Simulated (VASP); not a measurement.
# SrO (Fm-3m) in VASP: a series of runs

SrO is run at these levels: PBEsol; tasks: single point, relaxation of cell and atoms.

Everything below comes from runs of VASP 6.6.1. Logs are shortened: lines on timing, memory, paths and dates and some standing lists are left out, and cuts for length are marked.

## Step 1: The cell of the first run

Symmetry: Fm-3m, No. 225, cubic system. The conventional cell has a = 5.122 Å, b = 5.122 Å, c = 5.122 Å, α = 90.00°, β = 90.00°, γ = 90.00°. Sr (site symmetry m-3m) has 6 O at 2.56 Å within 3.4 Å. Within 3.4 Å of O (site symmetry m-3m) lie 6 Sr at 2.56 Å.

## Step 2: Single point, PBEsol

Input file INCAR:

```
SYSTEM = SrO
PREC = Accurate
ENCUT = 520
EDIFF = 1E-6
ISMEAR = 0
SIGMA = 0.02
LREAL = .False.
LASPH = .True.
NELM = 80
ALGO = Normal
ISIF = 2
LWAVE = .False.
LCHARG = .False.
GGA = PS
NBANDS = 15
```

Input file KPOINTS:

```
regular mesh
0
Gamma
  8 8 8
  0 0 0
```

Input file POSCAR:

```
SrO
1.0
    0.0000000000      2.5612195192      2.5612195192
    2.5612195192      0.0000000000      2.5612195192
    2.5612195192      2.5612195192      0.0000000000
Sr O
1 1
Direct
    0.5000000000      0.5000000000      0.5000000000
    0.0000000000      0.0000000000      0.0000000000
```

Potentials or basis: VASP PAW PBE potentials, release 64 (Sr_sv, O).

Started as:

```
$ cat potpaw_PBE.64/Sr_sv/POTCAR potpaw_PBE.64/O/POTCAR > POTCAR
$ mpirun -np 1 vasp_std > vasp.out
```

OUTCAR:

```text
SYSTEM = SrO
   PREC = Accurate
   ENCUT = 520
   EDIFF = 1E-6
   ISMEAR = 0
   LREAL = .False.
   LASPH = .True.
   NELM = 80
   ISIF = 2
   GGA = PS

 ion  position               nearest neighbor table
   1  0.500  0.500  0.500-   2 2.56   2 2.56   2 2.56   2 2.56   2 2.56   2 2.56
   2  0.000  0.000  0.000-   1 2.56   1 2.56   1 2.56   1 2.56   1 2.56   1 2.56

  LATTYP: Found a face centered cubic cell.
 ALAT       =     5.1224390384

  Lattice vectors:

 A1 = (   0.0000000000,   2.5612195192,   2.5612195192)
 A2 = (   2.5612195192,   0.0000000000,   2.5612195192)
 A3 = (   2.5612195192,   2.5612195192,   0.0000000000)

Analysis of symmetry for initial positions (statically):
=====================================================================
 Subroutine PRICEL returns:
 Original cell was already a primitive cell.

 Routine SETGRP: Setting up the symmetry group for a
 face centered cubic supercell.

 Subroutine GETGRP returns: Found 48 space group operations
 (whereof 48 operations were pure point group operations)
 out of a pool of 48 trial point group operations.

The static configuration has the point symmetry O_h .

Analysis of symmetry for dynamics (positions and initial velocities):
=====================================================================
 Subroutine PRICEL returns:
 Original cell was already a primitive cell.

 Routine SETGRP: Setting up the symmetry group for a
 face centered cubic supercell.

 Subroutine GETGRP returns: Found 48 space group operations
 (whereof 48 operations were pure point group operations)
 out of a pool of 48 trial point group operations.

The dynamic configuration has the point symmetry O_h .

 Subroutine INISYM returns: Found 48 space group operations
 (whereof 48 operations are pure point group operations),
 and found     1 'primitive' translations

----------------------------------------------------------------------------------------

                                     Primitive cell

  volume of cell :      33.6024

  direct lattice vectors                    reciprocal lattice vectors
     0.000000000  2.561219519  2.561219519    -0.195219502  0.195219502  0.195219502
     2.561219519  0.000000000  2.561219519     0.195219502 -0.195219502  0.195219502
     2.561219519  2.561219519  0.000000000     0.195219502  0.195219502 -0.195219502

  length of vectors
     3.622111380  3.622111380  3.622111380     0.338130097  0.338130097  0.338130097

  position of ions in fractional coordinates (direct lattice)
     0.500000000  0.500000000  0.500000000
     0.000000000  0.000000000  0.000000000

  ion indices of the primitive-cell ions
   primitive index   ion index
                 1           1
                 2           2

----------------------------------------------------------------------------------------

 KPOINTS: regular mesh

Automatic generation of k-mesh.
 Grid dimensions read from file:
 generate k-points for:    8    8    8

 Generating k-lattice:

  Cartesian coordinates                     Fractional coordinates (reciprocal lattice)
    -0.024402438  0.024402438  0.024402438     0.125000000  0.000000000  0.000000000
     0.024402438 -0.024402438  0.024402438     0.000000000  0.125000000  0.000000000
     0.024402438  0.024402438 -0.024402438     0.000000000  0.000000000  0.125000000

  Length of vectors
     0.042266262  0.042266262  0.042266262

  Shift w.r.t. Gamma in fractional coordinates (k-lattice)
     0.000000000  0.000000000  0.000000000

 Subroutine IBZKPT returns following result:
 ===========================================

 Found     29 irreducible k-points:

 Following reciprocal coordinates:
            Coordinates               Weight
  0.000000  0.000000  0.000000      1.000000
  0.125000  0.000000  0.000000      8.000000
  0.250000  0.000000  0.000000      8.000000
  0.375000  0.000000  0.000000      8.000000
  0.500000  0.000000  0.000000      4.000000
  0.125000  0.125000  0.000000      6.000000
[... 16 lines left out ...]
  0.500000  0.250000  0.125000     48.000000
 -0.375000  0.250000  0.125000     24.000000
 [... further k-points ...]
   k-points           NKPTS =     29   k-points in BZ     NKDIM =     29   number of bands    NBANDS=     15
   number of dos      NEDOS =    301   number of ions     NIONS =      2
   total plane-waves  NPLWV =  21952
   dimension x,y,z NGX =    28 NGY =   28 NGZ =   28
   dimension x,y,z NGXF=    56 NGYF=   56 NGZF=   56
   ions per type =               1   1
   NGX,Y,Z   is equivalent  to a cutoff of  12.85, 12.85, 12.85 a.u.
   NGXF,Y,Z  is equivalent  to a cutoff of  25.70, 25.70, 25.70 a.u.
 SYSTEM =  SrO
   PREC   = accura    normal or accurate (medium, high low for compatibility)
   ISTART =      0    job   : 0-new  1-cont  2-samecut
   ICHARG =      2    charge: 1-file 2-atom 10-const
   ISPIN  =      1    spin polarized calculation?
   LNONCOLLINEAR =      F non collinear calculations
   LSORBIT =      F    spin-orbit coupling
   LASPH  =      T    aspherical Exc in radial PAW
   ENCUT  =  520.0 eV  38.22 Ry    6.18 a.u.   6.73  6.73  6.73*2*pi/ulx,y,z
   NELM   =     80;   NELMIN=  2; NELMDL= -5     # of ELM steps
   EDIFF  = 0.1E-05   stopping-criterion for ELM
   LREAL  =      F    real-space projection
   EDIFFG = 0.1E-04   stopping-criterion for IOM
   NSW    =      0    number of steps for IOM
   IBRION =     -1    ionic relax: 0-MD 1-quasi-New 2-CG
   NFREE  =      0    steps in history (QN), initial steepest desc. (CG)
   ISIF   =      2    stress and relaxation
   ISYM   =      2    0-nonsym 1-usesym 2-fastsym
   POTIM  = 0.5000    time-step for ionic-motion
   TEBEG  =    0.0;   TEEND  =   0.0 temperature during run
   PSTRESS=    0.0 pullay stress
   NELECT =      16.0000    total number of electrons
   NUPDOWN=      -1.0000    fix difference up-down
   EMIN   =  10.00;   EMAX   =-10.00  energy-range for DOS
   EFERMI =   0.00;   METHOD = LEGACY
   ISMEAR =     0;   SIGMA  =   0.02  broadening in eV -4-tet -1-fermi 0-gaus
   EFERMI_NEDOS =   21; number of points for ismear=-14 and -15
   IALGO  =     38    algorithm
   IMIX   =      4    mixing-type and parameters
     AMIX     =   0.40;   BMIX     =  1.00
     AMIX_MAG =   1.60;   BMIX_MAG =  1.00
  volume/ion in A,a.u.               =      16.80       113.38
  Fermi-wavevector in a.u.,A,eV,Ry     =   1.278374  2.415777 22.235196  1.634241
  Thomas-Fermi vector in A             =   2.410921
   LORBIT       =      0    0 simple, 1 ext, 2 COOP (PROOUT), +10 PAW based schemes
   GGA     = PS    functional components
   LHFCALC =     F    Hartree Fock is set to
   AEXX    =    0.0000 exact exchange contribution
   IVDW    =     0    specifies the selected vdW correction
   LEPSILON=     F    determine dielectric tensor
   LRPA    =     F    only Hartree local field effects (RPA)
 non-spin polarized calculation
 Gauss-broadening in eV      SIGMA  =   0.02
  energy-cutoff  :      520.00
  volume of cell :       33.60
 maximum number of plane-waves:       934
   NGX = 13   NGY = 13   NGZ = 13

 number of electron      15.9999996 magnetization

 Free energy of the ion-electron system (eV)
  ---------------------------------------------------
  ext. energy  EPLUGINS =         0.00000000
  ---------------------------------------------------
  free energy    TOTEN  =       -12.63915501 eV

  energy without entropy =      -12.63915501  energy(sigma->0) =      -12.63915501

 E-fermi :   1.6431     XC(G=0): -10.3322

 val. band max:        1.5427298250   @ k =   0.0000   0.0000   0.0000
 cond. band min:       4.6896072940   @ k =   0.5000   0.5000   0.0000
 fundamental gap:      3.1468774690
 Fermi energy:         1.6431317266

 k-point     1 :       0.0000    0.0000    0.0000
  band No.  band energies     occupation
      1     -30.6550      2.00000
      2     -13.4694      2.00000
      3     -12.2954      2.00000
      4     -12.2954      2.00000
      5     -12.2954      2.00000
      6       1.5427      2.00000
      7       1.5427      2.00000
      8       1.5427      2.00000
      9       5.4462      0.00000
     10       7.7287      0.00000
     11       7.7287      0.00000
     12       7.7287      0.00000
     13       9.9498      0.00000
     14       9.9498      0.00000
     15      14.0815      0.00000

 k-point     2 :       0.1250    0.0000    0.0000
  band No.  band energies     occupation
      1     -30.6335      2.00000
      2     -13.8362      2.00000
      3     -12.3083      2.00000
      4     -12.3083      2.00000
      5     -11.9812      2.00000
      6       1.0700      2.00000
      7       1.3379      2.00000
      8       1.3379      2.00000
      9       6.1613      0.00000
     10       7.5655      0.00000
     11       8.0423      0.00000
     12       8.0423      0.00000
     13      10.3701      0.00000
     14      10.3701      0.00000
     15      15.1133      0.00000

 k-point     3 :       0.2500    0.0000    0.0000
  band No.  band energies     occupation
      1     -30.5811      2.00000
      2     -14.4210      2.00000
      3     -12.3389      2.00000
      4     -12.3389      2.00000
      5     -11.5230      2.00000
      6       0.2161      2.00000
      7       0.8974      2.00000
      8       0.8974      2.00000
      9       7.4915      0.00000
     10       7.7191      0.00000
     11       8.8953      0.00000
     12       8.8953      0.00000
     13      11.4184      0.00000
     14      11.4184      0.00000
     15      17.1976      0.00000
[... 343 lines left out ...]
 k-point    23 :       0.5000    0.2500    0.1250
  band No.  band energies     occupation
      1     -30.5007      2.00000
      2     -14.6220      2.00000
      3     -12.6862      2.00000
      4     -12.4822      2.00000
      5     -11.4974      2.00000
      6      -0.0430      2.00000
      7       0.5808      2.00000
      8       1.0125      2.00000
      9       7.0464      0.00000
     10       8.7011      0.00000
     11      10.5081      0.00000
     12      10.6748      0.00000
     13      12.7255      0.00000
     14      13.6683      0.00000
     15      15.8536      0.00000

 k-point    24 :      -0.3750    0.2500    0.1250
  band No.  band energies     occupation
      1     -30.4830      2.00000
      2     -14.6917      2.00000
      3     -12.7106      2.00000
      4     -12.5409      2.00000
      5     -11.4679      2.00000
      6      -0.0827      2.00000
      7       0.6556      2.00000
      8       0.7398      2.00000
      9       7.8799      0.00000
     10       8.2320      0.00000
     11      10.9155      0.00000
     12      11.1135      0.00000
     13      13.2751      0.00000
     14      14.5478      0.00000
     15      14.9199      0.00000

 [... further k-points ...]

------------------------ aborting loop because EDIFF is reached ----------------------------------------

  FORCE on cell =-STRESS in cart. coord.  units (eV):
  Direction    XX          YY          ZZ          XY          YZ          ZX
  --------------------------------------------------------------------------------------
  -------------------------------------------------------------------------------------
  Total        0.1337721      0.1337721      0.1337721      0.0000000      0.0000000      0.0000000
  in kB        6.3783118      6.3783118      6.3783118      0.0000000      0.0000000      0.0000000
  external PRESSURE =       6.3783118 kB  Pullay stress =       0.0000000 kB

 VOLUME and BASIS-vectors are now :
 -----------------------------------------------------------------------------
  energy-cutoff  :      520.00
  volume of cell :       33.60
      direct lattice vectors                 reciprocal lattice vectors
     0.000000000  2.561219519  2.561219519    -0.195219502  0.195219502  0.195219502
     2.561219519  0.000000000  2.561219519     0.195219502 -0.195219502  0.195219502
     2.561219519  2.561219519  0.000000000     0.195219502  0.195219502 -0.195219502

 POSITION                                       TOTAL-FORCE (eV/Angst)
 -----------------------------------------------------------------------------------
      2.56122      2.56122      2.56122        -0.000000      0.000000     -0.000000
      0.00000      0.00000      0.00000         0.000000     -0.000000      0.000000
 -----------------------------------------------------------------------------------
    total drift:                                0.000000      0.000000      0.000000

  FREE ENERGIE OF THE ION-ELECTRON SYSTEM (eV)
  ---------------------------------------------------
  free  energy   TOTEN  =       -12.6391550075 eV

  energy  without entropy=      -12.6391550075  energy(sigma->0) =      -12.63915501
```

Wall time 17 s (1 thread of Intel Xeon 6975P-C (Granite Rapids), shared host); peak memory 0.16 GiB.

What came out:

```
Free energy            : -12.6392 eV
Pressure               : 0.6 GPa
Band gap on the k mesh : 3.15 eV, indirect (least direct gap 3.23 eV)
```

Caveat: the PAW data sets were made with another functional, which shifts forces and pressure a little. A k mesh can miss the band edges.

## Step 3: Relaxation of cell and atoms, PBEsol

This run uses another cell than the first one, of 17.25 Å³/atom, 1.027 times its volume.

Input file INCAR:

```
SYSTEM = SrO
PREC = Accurate ; ENCUT = 600
EDIFF = 1E-6 ; ISMEAR = 0
SIGMA = 0.02 ; LREAL = .False.
LASPH = .True. ; NELM = 100
ALGO = Normal ; ISIF = 3
LWAVE = .False. ; LCHARG = .False.
GGA = PS ; IBRION = 2
NSW = 100 ; EDIFFG = -0.005
```

Input file KPOINTS:

```
Automatic mesh
0
Gamma
  8 8 8
  0 0 0
```

Input file POSCAR:

```
SrO
1.0
    0.0000000000      2.5837846888      2.5837846888
    2.5837846888      0.0000000000      2.5837846888
    2.5837846888      2.5837846888      0.0000000000
Sr O
1 1
Direct
    0.5000000000      0.5000000000      0.5000000000
    0.0000000000      0.0000000000      0.0000000000
```

Potentials or basis: VASP PAW PBE potentials, release 64 (Sr_sv, O).

Started as:

```
$ cat potpaw_PBE.64/Sr_sv/POTCAR potpaw_PBE.64/O/POTCAR > POTCAR
$ mpirun -np 1 vasp_std > vasp.out
```

It took 38 s on 1 thread of Intel Xeon 6975P-C (Granite Rapids), shared host; peak memory 0.17 GiB.

The run converged. Its results:

| Item | Value |
| --- | --- |
| Free energy | -12.6419 eV |
| Relaxed volume | 16.90 Å³/atom |
| Relaxed cell | a = 3.629 Å, b = 3.629 Å, c = 3.629 Å, α = 60.00°, β = 60.00°, γ = 60.00° |
| Space group after relaxing (to 0.05 Å) | Fm-3m (No. 225) |
| Energy gained by relaxing | 2.1 meV/atom |
| Ionic steps | 3 |
| Pressure after relaxing | 0.0 GPa |
| Band gap on the k mesh | 3.15 eV, indirect (least direct gap 3.24 eV) |

Step by step:
| step | energy change (eV) | largest force (eV/Å) | pressure (GPa) | volume (Å³) |
| --- | --- | --- | --- | --- |
| 1 | 0.0000 | 0.0000 | -1.83 | 34.50 |
| 2 | -0.0034 | 0.0000 | 0.78 | 33.52 |
| 3 | -0.0041 | 0.0000 | 0.00 | 33.80 |

Final structure:
```
CELL_PARAMETERS angstrom
0.00000 2.56612 2.56612
2.56612 0.00000 2.56612
2.56612 2.56612 0.00000
ATOMIC_POSITIONS crystal
Sr 0.50000 0.50000 0.50000
O 0.00000 0.00000 0.00000
```

Levels at points of the mesh, in eV from the valence-band top:
```csv
k point,band 4,band 5,band 6,band 7,band 8,band 9,band 10,band 11,band 12
"(0.00, 0.00, 0.00)",-13.86,-13.86,0.00,0.00,0.00,3.86,6.17,6.17,6.17
"(0.50, 0.00, 0.00)",-13.95,-12.67,-2.24,-1.16,-1.16,6.51,8.33,8.88,8.88
"(0.50, 0.50, 0.00)",-14.25,-14.25,-0.43,-0.08,-0.08,3.15,7.81,10.23,10.27
```

Caveat: the PAW data sets were made with another functional, which shifts forces and pressure a little.
